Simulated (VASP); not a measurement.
## Mo: single point with LDA

The system is Mo.

```
CELL_PARAMETERS angstrom
-1.54517 1.54517 1.54517
1.54517 -1.54517 1.54517
1.54517 1.54517 -1.54517
ATOMIC_POSITIONS crystal
Mo 0.00000 0.00000 0.00000
```

```json
{
  "Program": "VASP 6.6.1",
  "Task": "single point",
  "Functional": "LDA",
  "Potentials or basis": "VASP PAW LDA potentials, release 64 (Mo_sv)",
  "Cutoff": "520 eV",
  "k mesh": "17 × 17 × 17",
  "Occupations": "fermi-dirac, width 0.05 eV",
  "Spin": "no spin polarisation",
  "Dipole correction": "no",
  "Further INCAR settings": "ALGO = Normal; EDIFF = 1e-06; NBANDS = 13"
}
```

| Item | Value |
| --- | --- |
| Pressure | 7.7 GPa |
| Band gap on the k mesh | zero (band 7 reaches 17.51 eV, above the bottom of band 8 at 11.93 eV) |

Levels at points of the mesh, in eV from the Fermi level:
```
           k point  band 3  band 4  band 5  band 6  band 7  band 8  band 9  band 10  band 11  band 12
(0.00, 0.00, 0.00)  -34.33  -34.33   -7.48   -1.57   -1.57   -1.57    1.65     1.65    14.83    14.83
```

Run time: 8.3 s on 1 thread of Intel(R) Xeon(R) 6975P-C (Granite Rapids) (shared host), peak memory 0.13 GiB.
